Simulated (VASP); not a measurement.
A run of VASP 6.6.1:

The input INCAR:

```
SYSTEM = Ge
ALGO = Normal ; EDIFF = 1E-6
EDIFFG = -0.01 ; ENCUT = 600
GGA = PE ; IBRION = 2
ISIF = 3 ; ISMEAR = -1
LASPH = .TRUE. ; LCHARG = .FALSE.
LREAL = .FALSE. ; LWAVE = .FALSE.
NELM = 100 ; NSW = 60
PREC = Accurate ; SIGMA = 0.05
```

The input KPOINTS:

```
k-points
0
G
  10 10 6
  0 0 0
```

The input POSCAR:

```
Ge
1.0
    1.4880529250     -2.5946896100      0.0000000000
    1.4880529250      2.5946896100      0.0000000000
    0.0000000000      0.0000000000      4.7275957900
Ge
2
Direct
    0.3334466300      0.6665533700      0.2500000000
    0.6665533700      0.3334466300      0.7500000000
```

Potentials or basis: VASP PAW PBE potentials, release 64 (Ge_d).

Command:

```sh
$ cat potpaw_PBE.64/Ge_d/POTCAR > POTCAR
$ mpirun -np 1 vasp_std > vasp.out
```

Hardware: 1 thread of Intel Xeon 8259CL, with other jobs on the host.

Q: How long does it take, and how much memory?

A: Wall time 5.9 min on 1 thread of Intel Xeon 8259CL, on a shared host, peak memory 0.22 GiB. Counts: scf iterations 47, k points 124, ion steps 7.
